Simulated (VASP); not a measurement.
# BaF2 (Fm-3m) in VASP: electric field gradients with r2SCAN

Aim: the electric field gradients of BaF2 with r2SCAN.

All numbers are computed with VASP 6.6.1; they aren't measurements. Logs are shortened: lines on timing, memory, paths and dates and some standing lists are left out, and cuts for length are marked.

## (1) The cell of the first run

The structure is cubic, space group Fm-3m (No. 225). Conventional cell: a = 6.226 Å, b = 6.226 Å, c = 6.226 Å, α = 90.00°, β = 90.00°, γ = 90.00°. Ba (site symmetry m-3m) has 8 F at 2.70 Å within 3.6 Å. F (site symmetry -43m) has 4 Ba at 2.70 Å and 6 F at 3.11 Å within 3.6 Å.

## (2) Electric field gradients, r2SCAN

File POSCAR:

```
BaF2
1.0
    0.0000000000      3.1128654085      3.1128654085
    3.1128654085      0.0000000000      3.1128654085
    3.1128654085      3.1128654085      0.0000000000
Ba F
1 2
Direct
    0.0000000000      0.0000000000      0.0000000000
    0.2500000000      0.2500000000      0.2500000000
    0.7500000000      0.7500000000      0.7500000000
```

File INCAR.step1:

```
SYSTEM = BaF2
PREC = Accurate
ENCUT = 580
ISMEAR = -1
SIGMA = 0.02
LREAL = .FALSE.
LASPH = .TRUE.
NELM = 120
NBANDS = 19
GGA = PE
ALGO = Normal
EDIFF = 1E-5
LWAVE = .TRUE.
LCHARG = .FALSE.
GGA_COMPAT = .FALSE.
```

File INCAR.step2:

```
SYSTEM = BaF2
PREC = Accurate
ENCUT = 580
EDIFF = 1E-8
ISMEAR = -1
SIGMA = 0.02
LREAL = .FALSE.
LASPH = .TRUE.
NELM = 120
ALGO = Normal
ISIF = 2
LWAVE = .FALSE.
LCHARG = .FALSE.
METAGGA = R2SCAN
LMIXTAU = .TRUE.
LEFG = .TRUE.
NBANDS = 19
ISTART = 1
GGA_COMPAT = .FALSE.
```

File KPOINTS:

```
regular mesh
0
G
  8 8 8
  0 0 0
```

Potentials or basis: VASP PAW PBE potentials, release 64 (Ba_sv, F).

Run with:

```bash
cat potpaw_PBE.64/Ba_sv/POTCAR potpaw_PBE.64/F/POTCAR > POTCAR
cp INCAR.step1 INCAR
mpirun -np 1 vasp_std > vasp.out
cp INCAR.step2 INCAR
mpirun -np 1 vasp_std > vasp.out
```

OUTCAR:

```text
SYSTEM = BaF2
   PREC = Accurate
   ENCUT = 580
   EDIFF = 1E-8
   ISMEAR = -1
   LREAL = .FALSE.
   LASPH = .TRUE.
   NELM = 120
   ISIF = 2
   METAGGA = R2SCAN
   ISTART = 1

 ion  position               nearest neighbor table
   1  0.000  0.000  0.000-   3 2.70   3 2.70   3 2.70   2 2.70   3 2.70   2 2.70   2 2.70   2 2.70

   2  0.250  0.250  0.250-   1 2.70   1 2.70   1 2.70   1 2.70
   3  0.750  0.750  0.750-   1 2.70   1 2.70   1 2.70   1 2.70

  LATTYP: Found a face centered cubic cell.
 ALAT       =     6.2257308170

  Lattice vectors:

 A1 = (   0.0000000000,   3.1128654085,   3.1128654085)
 A2 = (   3.1128654085,   0.0000000000,   3.1128654085)
 A3 = (   3.1128654085,   3.1128654085,   0.0000000000)

Analysis of symmetry for initial positions (statically):
=====================================================================
 Subroutine PRICEL returns:
 Original cell was already a primitive cell.

 Routine SETGRP: Setting up the symmetry group for a
 face centered cubic supercell.

 Subroutine GETGRP returns: Found 48 space group operations
 (whereof 48 operations were pure point group operations)
 out of a pool of 48 trial point group operations.

The static configuration has the point symmetry O_h .

Analysis of symmetry for dynamics (positions and initial velocities):
=====================================================================
 Subroutine PRICEL returns:
 Original cell was already a primitive cell.

 Routine SETGRP: Setting up the symmetry group for a
 face centered cubic supercell.

 Subroutine GETGRP returns: Found 48 space group operations
 (whereof 48 operations were pure point group operations)
 out of a pool of 48 trial point group operations.

The dynamic configuration has the point symmetry O_h .

 Subroutine INISYM returns: Found 48 space group operations
 (whereof 48 operations are pure point group operations),
 and found     1 'primitive' translations

----------------------------------------------------------------------------------------

                                     Primitive cell

  volume of cell :      60.3269

  direct lattice vectors                    reciprocal lattice vectors
     0.000000000  3.112865408  3.112865408    -0.160623713  0.160623713  0.160623713
     3.112865408  0.000000000  3.112865408     0.160623713 -0.160623713  0.160623713
     3.112865408  3.112865408  0.000000000     0.160623713  0.160623713 -0.160623713

  length of vectors
     4.402256479  4.402256479  4.402256479     0.278208432  0.278208432  0.278208432

  position of ions in fractional coordinates (direct lattice)
     0.000000000  0.000000000  0.000000000
     0.250000000  0.250000000  0.250000000
     0.750000000  0.750000000  0.750000000

  ion indices of the primitive-cell ions
   primitive index   ion index
                 1           1
                 2           2
                 3           3

----------------------------------------------------------------------------------------

 KPOINTS: regular mesh

Automatic generation of k-mesh.
 Grid dimensions read from file:
 generate k-points for:    8    8    8

 Generating k-lattice:

  Cartesian coordinates                     Fractional coordinates (reciprocal lattice)
    -0.020077964  0.020077964  0.020077964     0.125000000  0.000000000  0.000000000
     0.020077964 -0.020077964  0.020077964     0.000000000  0.125000000  0.000000000
     0.020077964  0.020077964 -0.020077964     0.000000000  0.000000000  0.125000000

  Length of vectors
     0.034776054  0.034776054  0.034776054

  Shift w.r.t. Gamma in fractional coordinates (k-lattice)
     0.000000000  0.000000000  0.000000000

 Subroutine IBZKPT returns following result:
 ===========================================

 Found     29 irreducible k-points:

 Following reciprocal coordinates:
            Coordinates               Weight
  0.000000  0.000000  0.000000      1.000000
  0.125000  0.000000  0.000000      8.000000
  0.250000  0.000000  0.000000      8.000000
  0.375000  0.000000  0.000000      8.000000
  0.500000  0.000000  0.000000      4.000000
  0.125000  0.125000  0.000000      6.000000
[... 16 lines left out ...]
  0.500000  0.250000  0.125000     48.000000
 -0.375000  0.250000  0.125000     24.000000
 [... further k-points ...]
   k-points           NKPTS =     29   k-points in BZ     NKDIM =     29   number of bands    NBANDS=     19
   number of dos      NEDOS =    301   number of ions     NIONS =      3
   total plane-waves  NPLWV =  46656
   dimension x,y,z NGX =    36 NGY =   36 NGZ =   36
   dimension x,y,z NGXF=    72 NGYF=   72 NGZF=   72
   ions per type =               1   2
   NGX,Y,Z   is equivalent  to a cutoff of  13.59, 13.59, 13.59 a.u.
   NGXF,Y,Z  is equivalent  to a cutoff of  27.19, 27.19, 27.19 a.u.
 SYSTEM =  BaF2
   PREC   = accura    normal or accurate (medium, high low for compatibility)
   ISTART =      1    job   : 0-new  1-cont  2-samecut
   ICHARG =      0    charge: 1-file 2-atom 10-const
   ISPIN  =      1    spin polarized calculation?
   LNONCOLLINEAR =      F non collinear calculations
   LSORBIT =      F    spin-orbit coupling
   LASPH  =      T    aspherical Exc in radial PAW
   ENCUT  =  580.0 eV  42.63 Ry    6.53 a.u.   8.64  8.64  8.64*2*pi/ulx,y,z
   NELM   =    120;   NELMIN=  2; NELMDL=  0     # of ELM steps
   EDIFF  = 0.1E-07   stopping-criterion for ELM
   LREAL  =      F    real-space projection
   EDIFFG = 0.1E-06   stopping-criterion for IOM
   NSW    =      0    number of steps for IOM
   IBRION =     -1    ionic relax: 0-MD 1-quasi-New 2-CG
   NFREE  =      0    steps in history (QN), initial steepest desc. (CG)
   ISIF   =      2    stress and relaxation
   ISYM   =      2    0-nonsym 1-usesym 2-fastsym
   POTIM  = 0.5000    time-step for ionic-motion
   TEBEG  =    0.0;   TEEND  =   0.0 temperature during run
   PSTRESS=    0.0 pullay stress
   NELECT =      24.0000    total number of electrons
   NUPDOWN=      -1.0000    fix difference up-down
   EMIN   =  10.00;   EMAX   =-10.00  energy-range for DOS
   EFERMI =   0.00;   METHOD = LEGACY
   ISMEAR =    -1;   SIGMA  =   0.02  broadening in eV -4-tet -1-fermi 0-gaus
   EFERMI_NEDOS =   21; number of points for ismear=-14 and -15
   IALGO  =     38    algorithm
   IMIX   =      4    mixing-type and parameters
     AMIX     =   0.40;   BMIX     =  1.00
     AMIX_MAG =   1.60;   BMIX_MAG =  1.00
  volume/ion in A,a.u.               =      20.11       135.70
  Fermi-wavevector in a.u.,A,eV,Ry     =   1.204042  2.275309 19.724593  1.449717
  Thomas-Fermi vector in A             =   2.339778
   LORBIT       =      0    0 simple, 1 ext, 2 COOP (PROOUT), +10 PAW based schemes
   METAGGA = R2SCAN    functional components
   LHFCALC =     F    Hartree Fock is set to
   AEXX    =    0.0000 exact exchange contribution
   IVDW    =     0    specifies the selected vdW correction
   LEPSILON=     F    determine dielectric tensor
   LRPA    =     F    only Hartree local field effects (RPA)
 non-spin polarized calculation
  energy-cutoff  :      580.00
  volume of cell :       60.33
 maximum number of plane-waves:      1930
   NGX = 17   NGY = 17   NGZ = 17

 number of electron      24.0000009 magnetization

 Free energy of the ion-electron system (eV)
  ---------------------------------------------------
  ext. energy  EPLUGINS =         0.00000000
  ---------------------------------------------------
  free energy    TOTEN  =       -45.06768791 eV

  energy without entropy =      -45.06768791  energy(sigma->0) =      -45.06768791

 E-fermi :  -2.1586     XC(G=0):  -9.1803

 val. band max:       -2.6394202084   @ k =  -0.2500   0.2500   0.0000
 cond. band min:       4.6387245893   @ k =   0.0000   0.0000   0.0000
 fundamental gap:      7.2781447977
 Fermi energy:        -2.1585780293

 k-point     1 :       0.0000    0.0000    0.0000
  band No.  band energies     occupation
      1     -26.3107      2.00000
      2     -22.7087      2.00000
      3     -22.5971      2.00000
      4     -10.6801      2.00000
      5     -10.6801      2.00000
      6     -10.6801      2.00000
[... 11 lines left out ...]
     18       9.5222      0.00000
     19      13.4525      0.00000
[... 489 lines left out ...]
      3     -22.8355      2.00000
      4     -10.9583      2.00000
      5     -10.8175      2.00000
      6     -10.8147      2.00000
[... 11 lines left out ...]
     18      10.4879      0.00000
     19      12.1653      0.00000

 [... further k-points ...]

------------------------ aborting loop because EDIFF is reached ----------------------------------------

  FORCE on cell =-STRESS in cart. coord.  units (eV):
  Direction    XX          YY          ZZ          XY          YZ          ZX
  --------------------------------------------------------------------------------------
  -------------------------------------------------------------------------------------
  Total        0.0093073      0.0093073      0.0093073      0.0000000      0.0000000      0.0000000
  in kB        0.2471855      0.2471855      0.2471855      0.0000000      0.0000000      0.0000000
  external PRESSURE =       0.2471855 kB  Pullay stress =       0.0000000 kB

 VOLUME and BASIS-vectors are now :
 -----------------------------------------------------------------------------
  energy-cutoff  :      580.00
  volume of cell :       60.33
      direct lattice vectors                 reciprocal lattice vectors
     0.000000000  3.112865408  3.112865408    -0.160623713  0.160623713  0.160623713
     3.112865408  0.000000000  3.112865408     0.160623713 -0.160623713  0.160623713
     3.112865408  3.112865408  0.000000000     0.160623713  0.160623713 -0.160623713

 POSITION                                       TOTAL-FORCE (eV/Angst)
 -----------------------------------------------------------------------------------
      0.00000      0.00000      0.00000         0.000000      0.000000      0.000000
      1.55643      1.55643      1.55643         0.000000      0.000000      0.000000
      4.66930      4.66930      4.66930        -0.000000     -0.000000     -0.000000
 -----------------------------------------------------------------------------------
    total drift:                                0.000000      0.000000      0.000000

  FREE ENERGIE OF THE ION-ELECTRON SYSTEM (eV)
  ---------------------------------------------------
  free  energy   TOTEN  =       -45.0676879085 eV

  energy  without entropy=      -45.0676879085  energy(sigma->0) =      -45.06768791

 Electric field gradients (V/A^2)
---------------------------------------------------------------------
 ion       V_xx      V_yy      V_zz      V_xy      V_xz      V_yz
---------------------------------------------------------------------
   1       0.000    -0.000     0.000     0.000     0.000     0.000
   2      -0.000    -0.000    -0.000    -0.004    -0.004    -0.004
   3      -0.000    -0.000    -0.000    -0.004    -0.004    -0.004
---------------------------------------------------------------------

 Electric field gradients after diagonalization (V/A^2)
 (convention: |V_zz| > |V_xx| > |V_yy|)
----------------------------------------------------------------------
 ion       V_xx      V_yy      V_zz     asymmetry (V_yy - V_xx)/ V_zz
----------------------------------------------------------------------
   1      -0.000    -0.000     0.000       0.000
   2       0.004     0.004    -0.008       0.000
   3       0.004     0.004    -0.008       0.000
----------------------------------------------------------------------

           NMR quadrupolar parameters

 Cq : quadrupolar parameter    Cq=e*Q*V_zz/h
 eta: asymmetry parameters     (V_yy - V_xx)/ V_zz
 Q  : nuclear electric quadrupole moment in mb (millibarn)
----------------------------------------------------------------------
 ion       Cq(MHz)       eta       Q (mb)
----------------------------------------------------------------------
   1       0.000       0.000       1.000
   2      -0.000       0.000       1.000
   3      -0.000       0.000       1.000
----------------------------------------------------------------------
```

It took 3.9 min on 1 thread of Intel Xeon 8259CL, shared host; peak memory 0.23 GiB.

What came out:

* Free energy: -45.0677 eV
* Pressure: 0.0 GPa
* Band gap on the k mesh: 7.28 eV (least direct gap 7.35 eV)
* Largest electric field gradient by atom: zero within the noise of the run

Caveat: the PAW data sets were made with another functional, which shifts forces and pressure a little; spin-orbit coupling is left out, which moves the levels of the heavy elements. A k mesh can miss the band edges.
